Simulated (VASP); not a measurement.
# SrCl2 (Immm) in VASP: further runs

The runs below take SrCl2 through single point, with PBE.

Everything below comes from runs of VASP 6.6.1. Logs are shortened: lines on timing, memory, paths and dates and some standing lists are left out, and cuts for length are marked.

**1. The cell of the first run**

The structure is orthorhombic, space group Immm (No. 71). Conventional cell: a = 4.560 Å, b = 5.299 Å, c = 6.971 Å, α = 90.00°, β = 90.00°, γ = 90.00°. Within 3.8 Å of Sr (site symmetry mmm) lie 8 Cl at 2.87 to 3.17 Å. Cl (site symmetry mm2) has 4 Sr at 2.87 to 3.17 Å and 6 Cl at 3.49 to 3.50 Å within 3.8 Å.

**2. Single point, PBE (strain -0.1500 x Voigt [0, 0, 0, 0, 1, 0])**

INCAR reads:

```
SYSTEM = SrCl2
PREC     = Accurate       ! precision mode
ENCUT    = 520            ! plane-wave cutoff, eV
EDIFF    = 1E-6           ! SCF threshold, eV
ISMEAR   = 0              ! smearing method
SIGMA    = 0.05           ! smearing width, eV
LREAL    = .FALSE.        ! projectors in reciprocal space
LASPH    = .TRUE.         ! aspherical terms in the spheres
NELM     = 80             ! most SCF steps
ALGO     = Normal         ! electronic algorithm
ISIF     = 2              ! what is computed and relaxed
LWAVE    = .FALSE.        ! write WAVECAR
LCHARG   = .FALSE.        ! write CHGCAR
GGA      = PE             ! functional
NBANDS   = 19             ! bands
```

KPOINTS reads:

```
regular mesh
0
G
  6 6 6
  0 0 0
```

POSCAR reads:

```
SrCl2
1.0
   -0.2614125000      3.4855000000      3.4855000000
    3.2240875000      0.0000000000      3.2240875000
    3.4855000000      3.4855000000     -0.2614125000
Sr Cl
1 2
Direct
    0.0000000000      0.0000000000      0.0000000000
    0.2500000000      0.2500000000      0.2500000000
    0.7500000000      0.7500000000      0.7500000000
```

Potentials or basis: VASP PAW PBE potentials, release 64 (Sr_sv, Cl).

Launch:

```sh
$ cat potpaw_PBE.64/Sr_sv/POTCAR potpaw_PBE.64/Cl/POTCAR > POTCAR
$ mpirun -np 1 vasp_std > vasp.out
```

OUTCAR:

```text
SYSTEM = SrCl2
   PREC = Accurate
   ENCUT = 520
   EDIFF = 1E-6
   ISMEAR = 0
   LREAL = .FALSE.
   LASPH = .TRUE.
   NELM = 80
   ISIF = 2
   GGA = PE

 ion  position               nearest neighbor table
   1  0.000  0.000  0.000-   3 2.87   2 2.87   3 2.87   2 2.87   2 3.17   3 3.17   3 3.17   2 3.17

   2  0.250  0.250  0.250-   1 2.87   1 2.87   1 3.17   1 3.17
   3  0.750  0.750  0.750-   1 2.87   1 2.87   1 3.17   1 3.17

  LATTYP: Found a body centered orthorhombic cell.
 ALAT       =     4.5595482688
 B/A-ratio  =     1.1621621622
 C/A-ratio  =     1.5288795269

  Lattice vectors:

 A1 = (   3.4855000000,  -3.4855000000,  -0.2614125000)
 A2 = (  -3.4855000000,  -3.4855000000,   0.2614125000)
 A3 = (   0.2614125000,   3.4855000000,  -3.4855000000)

Analysis of symmetry for initial positions (statically):
=====================================================================
 Subroutine PRICEL returns:
 Original cell was already a primitive cell.

 Routine SETGRP: Setting up the symmetry group for a
 body centered orthorhombic supercell.

 Subroutine GETGRP returns: Found  8 space group operations
 (whereof  8 operations were pure point group operations)
 out of a pool of  8 trial point group operations.

The static configuration has the point symmetry D_2h.

Analysis of symmetry for dynamics (positions and initial velocities):
=====================================================================
 Subroutine PRICEL returns:
 Original cell was already a primitive cell.

 Routine SETGRP: Setting up the symmetry group for a
 body centered orthorhombic supercell.

 Subroutine GETGRP returns: Found  8 space group operations
 (whereof  8 operations were pure point group operations)
 out of a pool of  8 trial point group operations.

The dynamic configuration has the point symmetry D_2h.

 Subroutine INISYM returns: Found  8 space group operations
 (whereof  8 operations are pure point group operations),
 and found     1 'primitive' translations

----------------------------------------------------------------------------------------

                                     Primitive cell

  volume of cell :      84.2123

  direct lattice vectors                    reciprocal lattice vectors
    -0.261412500  3.485500000  3.485500000    -0.133443202  0.143451442  0.133443202
     3.224087500  0.000000000  3.224087500     0.155082640 -0.143451442  0.155082640
     3.485500000  3.485500000 -0.261412500     0.133443202  0.143451442 -0.133443202

  length of vectors
     4.936168250  4.559548269  4.936168250     0.237049556  0.262067866  0.237049556
[... 85 lines left out ...]
   EDIFFG = 0.1E-04   stopping-criterion for IOM
   NSW    =      0    number of steps for IOM
   IBRION =     -1    ionic relax: 0-MD 1-quasi-New 2-CG
   NFREE  =      0    steps in history (QN), initial steepest desc. (CG)
   ISIF   =      2    stress and relaxation
   ISYM   =      2    0-nonsym 1-usesym 2-fastsym
   POTIM  = 0.5000    time-step for ionic-motion
   TEBEG  =    0.0;   TEEND  =   0.0 temperature during run
   PSTRESS=    0.0 pullay stress
   NELECT =      24.0000    total number of electrons
   NUPDOWN=      -1.0000    fix difference up-down
   EMIN   =  10.00;   EMAX   =-10.00  energy-range for DOS
   EFERMI =   0.00;   METHOD = LEGACY
   ISMEAR =     0;   SIGMA  =   0.05  broadening in eV -4-tet -1-fermi 0-gaus
   EFERMI_NEDOS =   21; number of points for ismear=-14 and -15
   IALGO  =     38    algorithm
   IMIX   =      4    mixing-type and parameters
     AMIX     =   0.40;   BMIX     =  1.00
     AMIX_MAG =   1.60;   BMIX_MAG =  1.00
  volume/ion in A,a.u.               =      28.07       189.43
  Fermi-wavevector in a.u.,A,eV,Ry     =   1.077342  2.035880 15.791805  1.160665
  Thomas-Fermi vector in A             =   2.213251
   LORBIT       =      0    0 simple, 1 ext, 2 COOP (PROOUT), +10 PAW based schemes
   GGA     = PE    functional components
   LHFCALC =     F    Hartree Fock is set to
   AEXX    =    0.0000 exact exchange contribution
   IVDW    =     0    specifies the selected vdW correction
   LEPSILON=     F    determine dielectric tensor
   LRPA    =     F    only Hartree local field effects (RPA)
 non-spin polarized calculation
 Gauss-broadening in eV      SIGMA  =   0.05
  energy-cutoff  :      520.00
  volume of cell :       84.21
 maximum number of plane-waves:      2286
 NGX is ok and might be reduce to    40
   NGX = 19   NGY = 17   NGZ = 19

 number of electron      24.0000003 magnetization

 Free energy of the ion-electron system (eV)
  ---------------------------------------------------
  ext. energy  EPLUGINS =         0.00000000
  ---------------------------------------------------
  free energy    TOTEN  =       -12.68151416 eV

  energy without entropy =      -12.68151416  energy(sigma->0) =      -12.68151416

 E-fermi :   0.3601     XC(G=0):  -8.3110

 val. band max:        0.1558871056   @ k =   0.5000   0.0000   0.5000
 cond. band min:       5.5304240228   @ k =   0.0000   0.0000   0.0000
 fundamental gap:      5.3745369172
 Fermi energy:         0.3601391175

 k-point     1 :       0.0000    0.0000    0.0000
  band No.  band energies     occupation
      1     -32.6103      2.00000
      2     -14.6748      2.00000
      3     -14.6281      2.00000
      4     -14.6124      2.00000
      5     -13.1452      2.00000
      6     -12.2303      2.00000
[... 505 lines left out ...]
      6     -12.3293      2.00000
[... 11 lines left out ...]
     18       9.1777      0.00000
     19       9.7897      0.00000

 [... further k-points ...]

------------------------ aborting loop because EDIFF is reached ----------------------------------------

  FORCE on cell =-STRESS in cart. coord.  units (eV):
  Direction    XX          YY          ZZ          XY          YZ          ZX
  --------------------------------------------------------------------------------------
  -------------------------------------------------------------------------------------
  Total        1.1709888      1.2920078      1.1709888      0.0000000      0.0000000      1.2937529
  in kB       22.2785996     24.5810407     22.2785996      0.0000000      0.0000000     24.6142416
  external PRESSURE =      23.0460800 kB  Pullay stress =       0.0000000 kB

 VOLUME and BASIS-vectors are now :
 -----------------------------------------------------------------------------
  energy-cutoff  :      520.00
  volume of cell :       84.21
      direct lattice vectors                 reciprocal lattice vectors
    -0.261412500  3.485500000  3.485500000    -0.133443202  0.143451442  0.133443202
     3.224087500  0.000000000  3.224087500     0.155082640 -0.143451442  0.155082640
     3.485500000  3.485500000 -0.261412500     0.133443202  0.143451442 -0.133443202

 POSITION                                       TOTAL-FORCE (eV/Angst)
 -----------------------------------------------------------------------------------
      0.00000      0.00000      0.00000         0.000000      0.000000      0.000000
      1.61204      1.74275      1.61204        -0.000000      0.421438     -0.000000
      4.83613      5.22825      4.83613         0.000000     -0.421438      0.000000
 -----------------------------------------------------------------------------------
    total drift:                               -0.000000     -0.000000      0.000000

  FREE ENERGIE OF THE ION-ELECTRON SYSTEM (eV)
  ---------------------------------------------------
  free  energy   TOTEN  =       -12.6815141596 eV

  energy  without entropy=      -12.6815141596  energy(sigma->0) =      -12.68151416
```

stdout:

```text
POSCAR found type information on POSCAR SrCl
 POSCAR found :  2 types and       3 ions
 scaLAPACK will be used
 LDA part: xc-table for (Slater+PW92), standard interpolation
 POSCAR, INCAR and KPOINTS ok, starting setup
 FFT: planning ... GRIDC
 FFT: planning ... GRID_SOFT
 FFT: planning ... GRID
 WAVECAR not read
 entering main loop
```

Wall time 2.6 min (1 thread of AMD EPYC 7R13, shared host); peak memory 0.23 GiB.

Results:

```
Free energy            : -12.6815 eV
Pressure               : 2.3 GPa
Largest force          : 0.421 eV/Å
Band gap on the k mesh : 5.37 eV, indirect (least direct gap 5.58 eV)
```

Forces on the atoms (eV/Å):
```
Sr   0.000  0.000  0.000
Cl   0.000  0.421  0.000
Cl   0.000 -0.421  0.000
```

Caveat: the cell differs from its parent crystal (strain -0.1500 x Voigt [0, 0, 0, 0, 1, 0]).

(Part 1 of 3 ends here.)
